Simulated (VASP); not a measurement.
A run of VASP 6.6.1:

File INCAR:

```
SYSTEM = C
ALGO = Normal
EDIFF = 1E-6
EDIFFG = -0.01
ENCUT = 600
GGA = PE
IBRION = 2
ISIF = 3
ISMEAR = 0
LASPH = .True.
LCHARG = .False.
LREAL = .False.
LWAVE = .False.
NELM = 100
NSW = 100
PREC = Accurate
SIGMA = 0.1
```

KPOINTS

```
k-points
0
Gamma
  18 18 18
  0 0 0
```

POSCAR

```
C
1.0
    2.6584642190      0.0000000000      0.0000000000
    0.0000000000      2.6584642190      0.0000000000
    0.0000000000      0.0000000000      2.6584642190
C
3
Direct
    0.5000000000      0.0000000000      0.0000000000
    0.0000000000      0.5000000000      0.0000000000
    0.0000000000      0.0000000000      0.5000000000
```

Potentials or basis: VASP PAW PBE potentials, release 64 (C).

Launch:

```bash
$ cat potpaw_PBE.64/C/POTCAR > POTCAR
$ mpirun -np 1 vasp_std > vasp.out
```

Hardware: 1 thread of Intel(R) Xeon(R) Platinum 8488C (Sapphire Rapids), on a shared host.

**Question.** Estimate the wall time of this run.

**Answer.** It took 38 s on 1 thread of Intel(R) Xeon(R) Platinum 8488C (Sapphire Rapids) (shared host), peak memory 0.16 GiB. Counts: scf iterations 21, k points 220, ion steps 3.
